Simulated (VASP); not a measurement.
A run of VASP 6.6.1 is set up as follows.

Contents of INCAR:

```
SYSTEM = LiW3N3
PREC = Accurate
ENCUT = 520
EDIFF = 1E-7
ISMEAR = 0
SIGMA = 0.1
LREAL = .False.
LASPH = .True.
NELM = 100
ALGO = Normal
ISIF = 2
LWAVE = .False.
LCHARG = .False.
GGA = PE
NBANDS = 39
```

Contents of KPOINTS:

```
Automatic mesh
0
Gamma
  4 4 4
  0 0 0
```

Contents of POSCAR:

```
LiW3N3
1.0
    4.1728127000      0.0000000000      0.0000000000
    0.0000000000      4.1728127000      0.0000000000
    0.0000000000      0.0000000000      4.1728127000
Li W N
1 3 3
Direct
    0.0000000000      0.0000000000      0.0000000000
    0.0000000000      0.5000000000      0.5000000000
    0.5000000000      0.0000000000      0.5000000000
    0.5000000000      0.5000000000      0.0000000000
    0.5000000000      0.0000000000      0.0000000000
    0.0000000000      0.5000000000      0.0000000000
    0.0000000000      0.0000000000      0.5000000000
```

Potentials or basis: VASP PAW PBE potentials, release 64 (Li_sv, W_sv, N).

Run with:

```sh
$ cat potpaw_PBE.64/Li_sv/POTCAR potpaw_PBE.64/W_sv/POTCAR potpaw_PBE.64/N/POTCAR > POTCAR
$ mpirun -np 1 vasp_std > vasp.out
```

Problem. Predict the band gap on the k mesh.

Solution. Zero (bands 30 and 31 overlap by 2.70 eV).

Caveat: the k points lie up to 0.38 Å⁻¹ apart, too coarse for converged energies and pressures of a metal; spin-orbit coupling is left out, which moves the levels of the heavy elements.
